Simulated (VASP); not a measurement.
# Pt (P6_3/mmc) in VASP: a series of runs

Runs on Pt. Level: r2SCAN. Tasks: single point.

Everything below comes from runs of VASP 6.6.1. Logs are shortened: lines on timing, memory, paths and dates and some standing lists are left out, and cuts for length are marked.

## Step 1: The cell of the first run

Symmetry: P6_3/mmc, No. 194, hexagonal system. The conventional cell has a = 2.899 Å, b = 2.899 Å, c = 4.912 Å, α = 90.00°, β = 90.00°, γ = 120.00°. Within 3.8 Å of Pt (site symmetry -6m2) lie 12 Pt at 2.90 to 2.97 Å.

This isn't the form of Pt at room conditions, which is fcc.

## Step 2: Single point, r2SCAN (strain +0.050 along x and y, +0.025 along z)

POSCAR reads:

```
Pt
1.0
    2.8986988966      0.0000000000      0.0000000000
   -1.4493494483      2.5103468823      0.0000000000
    0.0000000000      0.0000000000      4.9119373500
Pt
2
Direct
    0.6666666667      0.3333333333      0.7500000000
    0.3333333333      0.6666666667      0.2500000000
```

INCAR.step1 reads:

```
SYSTEM = Pt
PREC = Accurate ; ENCUT = 520
ISMEAR = 0 ; SIGMA = 0.15
LREAL = .False. ; LASPH = .True.
NELM = 60 ; NBANDS = 17
GGA = PE ; ALGO = Normal
EDIFF = 1E-4 ; LWAVE = .True.
LCHARG = .False.
```

INCAR.step2 reads:

```
SYSTEM = Pt
PREC = Accurate ; ENCUT = 520
EDIFF = 1E-6 ; ISMEAR = 0
SIGMA = 0.15 ; LREAL = .False.
LASPH = .True. ; NELM = 60
ALGO = Normal ; ISIF = 2
LWAVE = .False. ; LCHARG = .True.
METAGGA = R2SCAN ; LMIXTAU = .True.
LELF = .True. ; LVHAR = .True.
NBANDS = 17 ; ISTART = 1
```

KPOINTS reads:

```
Automatic mesh
0
Gamma
  18 18 10
  0 0 0
```

Potentials or basis: VASP PAW PBE potentials, release 64 (Pt).

Command:

```console
cat potpaw_PBE.64/Pt/POTCAR > POTCAR
cp INCAR.step1 INCAR
mpirun -np 1 vasp_std > vasp.out
cp INCAR.step2 INCAR
mpirun -np 1 vasp_std > vasp.out
```

OUTCAR:

```text
SYSTEM = Pt
   PREC = Accurate
   ENCUT = 520
   EDIFF = 1E-6
   ISMEAR = 0
   LREAL = .False.
   LASPH = .True.
   NELM = 60
   ISIF = 2
   METAGGA = R2SCAN
   ISTART = 1

 ion  position               nearest neighbor table
   1  0.667  0.333  0.750-   2 2.97   2 2.97   2 2.97   2 2.97   2 2.97   2 2.97
   2  0.333  0.667  0.250-   1 2.97   1 2.97   1 2.97   1 2.97   1 2.97   1 2.97

  LATTYP: Found a hexagonal cell.
 ALAT       =     2.8986988966
 C/A-ratio  =     1.6945317624

  Lattice vectors:

 A1 = (   2.8986988966,   0.0000000000,   0.0000000000)
 A2 = (  -1.4493494483,   2.5103468823,   0.0000000000)
 A3 = (   0.0000000000,   0.0000000000,   4.9119373500)

Analysis of symmetry for initial positions (statically):
=====================================================================
 Subroutine PRICEL returns:
 Original cell was already a primitive cell.

 Routine SETGRP: Setting up the symmetry group for a
 hexagonal supercell.

 Subroutine GETGRP returns: Found 24 space group operations
 (whereof 12 operations were pure point group operations)
 out of a pool of 24 trial point group operations.

The static configuration has the point symmetry D_3d.
 The point group associated with its full space group is D_6h.

Analysis of symmetry for dynamics (positions and initial velocities):
=====================================================================
 Subroutine PRICEL returns:
 Original cell was already a primitive cell.

 Routine SETGRP: Setting up the symmetry group for a
 hexagonal supercell.

 Subroutine GETGRP returns: Found 24 space group operations
 (whereof 12 operations were pure point group operations)
 out of a pool of 24 trial point group operations.

The dynamic configuration has the point symmetry D_3d.
 The point group associated with its full space group is D_6h.

 Subroutine INISYM returns: Found 24 space group operations
 (whereof 12 operations are pure point group operations),
 and found     1 'primitive' translations

----------------------------------------------------------------------------------------

                                     Primitive cell

  volume of cell :      35.7429

  direct lattice vectors                    reciprocal lattice vectors
     2.898698897  0.000000000  0.000000000     0.344982365  0.199175661  0.000000000
    -1.449349448  2.510346882  0.000000000     0.000000000  0.398351322  0.000000000
     0.000000000  0.000000000  4.911937350     0.000000000  0.000000000  0.203585659

  length of vectors
     2.898698897  2.898698897  4.911937350     0.398351322  0.398351322  0.203585659

  position of ions in fractional coordinates (direct lattice)
     0.666666667  0.333333333  0.750000000
     0.333333333  0.666666667  0.250000000

  ion indices of the primitive-cell ions
   primitive index   ion index
                 1           1
                 2           2

----------------------------------------------------------------------------------------

 KPOINTS: Automatic mesh

Automatic generation of k-mesh.
 Grid dimensions read from file:
 generate k-points for:   18   18   10

 Generating k-lattice:

  Cartesian coordinates                     Fractional coordinates (reciprocal lattice)
     0.019165687  0.011065315  0.000000000     0.055555556  0.000000000  0.000000000
     0.000000000  0.022130629  0.000000000     0.000000000  0.055555556  0.000000000
     0.000000000  0.000000000  0.020358566     0.000000000  0.000000000  0.100000000

  Length of vectors
     0.022130629  0.022130629  0.020358566

  Shift w.r.t. Gamma in fractional coordinates (k-lattice)
     0.000000000  0.000000000  0.000000000

 Subroutine IBZKPT returns following result:
 ===========================================

 Found    222 irreducible k-points:

 Following reciprocal coordinates:
            Coordinates               Weight
  0.000000  0.000000  0.000000      1.000000
  0.055556 -0.000000  0.000000      6.000000
  0.111111 -0.000000  0.000000      6.000000
  0.166667 -0.000000  0.000000      6.000000
  0.222222  0.000000  0.000000      6.000000
  0.277778  0.000000  0.000000      6.000000
[... 16 lines left out ...]
  0.333333  0.111111  0.000000     12.000000
  0.388889  0.111111  0.000000     12.000000
 [... further k-points ...]
   k-points           NKPTS =    222   k-points in BZ     NKDIM =    222   number of bands    NBANDS=     17
   number of dos      NEDOS =    301   number of ions     NIONS =      2
   total plane-waves  NPLWV =  23040
   dimension x,y,z NGX =    24 NGY =   24 NGZ =   40
   dimension x,y,z NGXF=    48 NGYF=   48 NGZF=   80
   ions per type =               2
   NGX,Y,Z   is equivalent  to a cutoff of  13.76, 13.76, 13.54 a.u.
   NGXF,Y,Z  is equivalent  to a cutoff of  27.53, 27.53, 27.08 a.u.
 SYSTEM =  Pt
   PREC   = accura    normal or accurate (medium, high low for compatibility)
   ISTART =      1    job   : 0-new  1-cont  2-samecut
   ICHARG =      0    charge: 1-file 2-atom 10-const
   ISPIN  =      1    spin polarized calculation?
   LNONCOLLINEAR =      F non collinear calculations
   LSORBIT =      F    spin-orbit coupling
   LASPH  =      T    aspherical Exc in radial PAW
   ENCUT  =  520.0 eV  38.22 Ry    6.18 a.u.   5.39  5.39  9.13*2*pi/ulx,y,z
   NELM   =     60;   NELMIN=  2; NELMDL=  0     # of ELM steps
   EDIFF  = 0.1E-05   stopping-criterion for ELM
   LREAL  =      F    real-space projection
   EDIFFG = 0.1E-04   stopping-criterion for IOM
   NSW    =      0    number of steps for IOM
   IBRION =     -1    ionic relax: 0-MD 1-quasi-New 2-CG
   NFREE  =      0    steps in history (QN), initial steepest desc. (CG)
   ISIF   =      2    stress and relaxation
   ISYM   =      2    0-nonsym 1-usesym 2-fastsym
   POTIM  = 0.5000    time-step for ionic-motion
   TEBEG  =    0.0;   TEEND  =   0.0 temperature during run
   PSTRESS=    0.0 pullay stress
   NELECT =      20.0000    total number of electrons
   NUPDOWN=      -1.0000    fix difference up-down
   EMIN   =  10.00;   EMAX   =-10.00  energy-range for DOS
   EFERMI =   0.00;   METHOD = LEGACY
   ISMEAR =     0;   SIGMA  =   0.15  broadening in eV -4-tet -1-fermi 0-gaus
   EFERMI_NEDOS =   21; number of points for ismear=-14 and -15
   IALGO  =     38    algorithm
   IMIX   =      4    mixing-type and parameters
     AMIX     =   0.40;   BMIX     =  1.00
     AMIX_MAG =   1.60;   BMIX_MAG =  1.00
  volume/ion in A,a.u.               =      17.87       120.60
  Fermi-wavevector in a.u.,A,eV,Ry     =   1.349030  2.549297 24.760997  1.819882
  Thomas-Fermi vector in A             =   2.476650
   LORBIT       =      0    0 simple, 1 ext, 2 COOP (PROOUT), +10 PAW based schemes
   METAGGA = R2SCAN    functional components
   LHFCALC =     F    Hartree Fock is set to
   AEXX    =    0.0000 exact exchange contribution
   IVDW    =     0    specifies the selected vdW correction
   LEPSILON=     F    determine dielectric tensor
   LRPA    =     F    only Hartree local field effects (RPA)
 non-spin polarized calculation
 Gauss-broadening in eV      SIGMA  =   0.15
  energy-cutoff  :      520.00
  volume of cell :       35.74
 maximum number of plane-waves:       990
 NGX is ok and might be reduce to    24
   NGX = 11   NGY = 11   NGZ = 19

 number of electron      20.0000001 magnetization

 Free energy of the ion-electron system (eV)
  ---------------------------------------------------
  ext. energy  EPLUGINS =         0.00000000
  ---------------------------------------------------
  free energy    TOTEN  =      -102.41995476 eV

  energy without entropy =     -102.36885153  energy(sigma->0) =     -102.39440315

 E-fermi :   8.0283     XC(G=0): -13.4414

 val. band max:        8.0280772595   @ k =   0.3889   0.0556   0.5000
 cond. band min:       8.0363948052   @ k =   0.3333   0.1667   0.0000
 fundamental gap:      0.0083175458
 Fermi energy:         8.0283454174

 k-point     1 :       0.0000    0.0000    0.0000
  band No.  band energies     occupation
      1      -0.5972      2.00000
      2       2.0170      2.00000
      3       4.8715      2.00000
      4       5.1601      2.00000
      5       5.1601      2.00000
      6       5.4875      2.00000
[... 9 lines left out ...]
     16      26.1631      0.00000
     17      28.2921      0.00000

 k-point     2 :       0.0556   -0.0000    0.0000
  band No.  band energies     occupation
      1      -0.4955      2.00000
      2       2.1071      2.00000
      3       4.8313      2.00000
      4       5.1903      2.00000
      5       5.2319      2.00000
      6       5.4447      2.00000
[... 9 lines left out ...]
     16      26.1592      0.00000
     17      27.7102      0.00000

 k-point     3 :       0.1111   -0.0000    0.0000
  band No.  band energies     occupation
      1      -0.1969      2.00000
      2       2.3614      2.00000
      3       4.7062      2.00000
      4       5.2476      2.00000
      5       5.3896      2.00000
      6       5.4437      2.00000
[... 9 lines left out ...]
     16      25.6949      0.00000
     17      26.5963      0.00000

 k-point     4 :       0.1667   -0.0000    0.0000
  band No.  band energies     occupation
      1       0.2767      2.00000
      2       2.7198      2.00000
      3       4.5534      2.00000
      4       5.1092      2.00000
      5       5.3247      2.00000
      6       5.6004      2.00000
[... 9 lines left out ...]
     16      25.8615      0.00000
     17      25.9457      0.00000
[... 343 lines left out ...]
      1       2.3711      2.00000
      2       3.2567      2.00000
      3       3.8149      2.00000
      4       4.6212      2.00000
      5       5.1652      2.00000
      6       5.1999      2.00000
[... 9 lines left out ...]
     16      23.1350      0.00000
     17      23.6536      0.00000

 k-point    23 :       0.3333    0.1111    0.0000
  band No.  band energies     occupation
      1       2.7219      2.00000
      2       3.0946      2.00000
      3       3.5510      2.00000
      4       4.9928      2.00000
      5       5.1100      2.00000
      6       5.5022      2.00000
[... 9 lines left out ...]
     16      21.2137      0.00000
     17      22.7932      0.00000

 k-point    24 :       0.3889    0.1111    0.0000
  band No.  band energies     occupation
      1       2.8646      2.00000
      2       2.9784      2.00000
      3       3.3904      2.00000
      4       5.1152      2.00000
      5       5.3567      2.00000
      6       5.3934      2.00000
[... 9 lines left out ...]
     16      19.8581      0.00000
     17      22.0444      0.00000

 [... further k-points ...]
[... 5 lines left out ...]
  --------------------------------------------------------------------------------------
  -------------------------------------------------------------------------------------
  Total       -6.2373763     -6.2373763     -5.0191268      0.0000000     -0.0000000      0.0000000
  in kB     -279.5907919   -279.5907919   -224.9826827      0.0000000     -0.0000000      0.0000000
  external PRESSURE =    -261.3880889 kB  Pullay stress =       0.0000000 kB

 VOLUME and BASIS-vectors are now :
 -----------------------------------------------------------------------------
  energy-cutoff  :      520.00
  volume of cell :       35.74
      direct lattice vectors                 reciprocal lattice vectors
     2.898698897  0.000000000  0.000000000     0.344982365  0.199175661  0.000000000
    -1.449349448  2.510346882  0.000000000     0.000000000  0.398351322  0.000000000
     0.000000000  0.000000000  4.911937350     0.000000000  0.000000000  0.203585659

 POSITION                                       TOTAL-FORCE (eV/Angst)
 -----------------------------------------------------------------------------------
      1.44935      0.83678      3.68395        -0.000000      0.000000      0.000000
     -0.00000      1.67356      1.22798         0.000000     -0.000000      0.000000
 -----------------------------------------------------------------------------------
    total drift:                               -0.000000      0.000000     -0.000000

  FREE ENERGIE OF THE ION-ELECTRON SYSTEM (eV)
  ---------------------------------------------------
  free  energy   TOTEN  =      -102.4199547615 eV

  energy  without entropy=     -102.3688515315  energy(sigma->0) =     -102.39440315
```

Wall time 2.5 min (1 thread of Intel Xeon 6975P-C (Granite Rapids), shared host); peak memory 0.25 GiB.

Results:

```
Free energy            : -102.4200 eV
Pressure               : -26.1 GPa
Band gap on the k mesh : zero (bands 10 and 11 overlap by 1.06 eV)
```

Stress tensor (GPa, compression positive):
```
-27.96   0.00   0.00
  0.00 -27.96   0.00
  0.00   0.00 -22.50
```

Levels at points of the mesh, in eV from the Fermi level:
| k point | band 8 | band 9 | band 10 | band 11 | band 12 | band 13 |
| --- | --- | --- | --- | --- | --- | --- |
| (0.00, 0.00, 0.00) | -1.69 | -1.69 | -0.24 | -0.24 | 0.19 | 4.45 |
| (0.50, 0.00, 0.00) | 0.00 | 0.13 | 0.32 | 2.19 | 3.43 | 7.20 |
| (0.00, 0.00, 0.50) | -2.89 | -0.74 | -0.74 | -0.74 | -0.74 | 12.16 |
| (0.50, 0.00, 0.50) | -0.57 | 0.25 | 0.25 | 1.96 | 1.96 | 5.82 |

Caveat: the cell differs from its parent crystal (strain +0.050 along x and y, +0.025 along z); the stress differs along the axes, from -28 to -22 GPa; the PAW data sets were made with another functional, which shifts forces and pressure a little; spin-orbit coupling is left out, which moves the levels of the heavy elements.

## Step 3: Single point, r2SCAN (strain +0.050 along x and y, +0.050 along z)

Changes to POSCAR since step 2:

```diff
@@ -4,3 +4,3 @@
    -1.4493494483      2.5103468823      0.0000000000
-    0.0000000000      0.0000000000      4.9119373500
+    0.0000000000      0.0000000000      5.0317407000
 Pt
```

INCAR.step1 reads:

```
SYSTEM = Pt
  PREC = Accurate
  ENCUT = 520
  ISMEAR = 0
  SIGMA = 0.15
  LREAL = .FALSE.
  LASPH = .TRUE.
  NELM = 80
  NBANDS = 17
  GGA = PE
  ALGO = Normal
  EDIFF = 1E-4
  LWAVE = .TRUE.
  LCHARG = .FALSE.
```

INCAR.step2 reads:

```
SYSTEM = Pt
  PREC = Accurate
  ENCUT = 520
  EDIFF = 1E-6
  ISMEAR = 0
  SIGMA = 0.15
  LREAL = .FALSE.
  LASPH = .TRUE.
  NELM = 80
  ALGO = Normal
  ISIF = 2
  LWAVE = .FALSE.
  LCHARG = .FALSE.
  METAGGA = R2SCAN
  LMIXTAU = .TRUE.
  NBANDS = 17
  ISTART = 1
```

KPOINTS reads:

```
regular mesh
0
G
  18 18 10
  0 0 0
```

Potentials or basis: VASP PAW PBE potentials, release 64 (Pt).

Command:

```console
cat potpaw_PBE.64/Pt/POTCAR > POTCAR
cp INCAR.step1 INCAR
mpirun -np 1 vasp_std > vasp.out
cp INCAR.step2 INCAR
mpirun -np 1 vasp_std > vasp.out
```

Wall time 2.6 min (1 thread of Intel Xeon 6975P-C (Granite Rapids), shared host); peak memory 0.25 GiB.

Results (log left out):

| Item | Value |
| --- | --- |
| Free energy | -102.2900 eV |
| Pressure | -28.2 GPa |
| Band gap on the k mesh | zero (bands 10 and 11 overlap by 1.06 eV) |

Stress tensor (GPa, compression positive):
```
-29.73   0.00   0.00
  0.00 -29.73   0.00
  0.00   0.00 -25.27
```

Levels at points of the mesh, in eV from the Fermi level:
```csv
k point,band 7,band 8,band 9,band 10,band 11,band 12,band 13,band 14
"(0.00, 0.00, 0.00)",-2.49,-1.50,-1.50,-0.23,-0.23,0.16,4.03,16.18
"(0.50, 0.00, 0.00)",-1.88,-0.07,0.21,0.37,2.21,3.46,6.98,8.65
"(0.00, 0.00, 0.50)",-2.77,-2.77,-0.69,-0.69,-0.69,-0.69,11.46,11.46
"(0.50, 0.00, 0.50)",-0.53,-0.53,0.30,0.30,2.00,2.00,5.75,5.75
```

Caveat: the cell differs from its parent crystal (strain +0.050 along x and y, +0.050 along z); the cell stands under tension; the PAW data sets were made with another functional, which shifts forces and pressure a little; spin-orbit coupling is left out, which moves the levels of the heavy elements.
